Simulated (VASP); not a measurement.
Sn, 2 atoms in the cell. Symmetry: Fd-3m, No. 227, cubic system. The conventional cell has a = 6.655 Å, b = 6.655 Å, c = 6.655 Å, α = 90.00°, β = 90.00°, γ = 90.00°. Within 3.8 Å of Sn (site symmetry -43m) lie 4 Sn at 2.88 Å. This isn't the form of Sn at room conditions, which is tetragonal (white tin).

```yaml
Program: VASP 6.6.1
Task: single point
Functional: PBE
Potentials_or_basis: VASP PAW PBE potentials, release 64 (Sn_d)
Cutoff: 520 eV
k_mesh: 28 × 28 × 28
Occupations: fermi-dirac, width 0.0612256 eV
Spin: no spin polarisation
Dipole_correction: no
Further_INCAR_settings: ALGO = Normal; EDIFF = 1e-06; NBANDS = 21
```

Potentials or basis: VASP PAW PBE potentials, release 64 (Sn_d).

Run with:

```console
$ cat potpaw_PBE.64/Sn_d/POTCAR > POTCAR
$ mpirun -np 1 vasp_std > vasp.out
```

Hardware: 1 thread of Oxide Virtual Turin-like Processor (shared host).

Task: Estimate the wall time of this run.

Result: Run time: 7.3 min on 1 thread of Oxide Virtual Turin-like Processor (shared host), peak memory 0.76 GiB. Counts: scf iterations 12, k points 624.
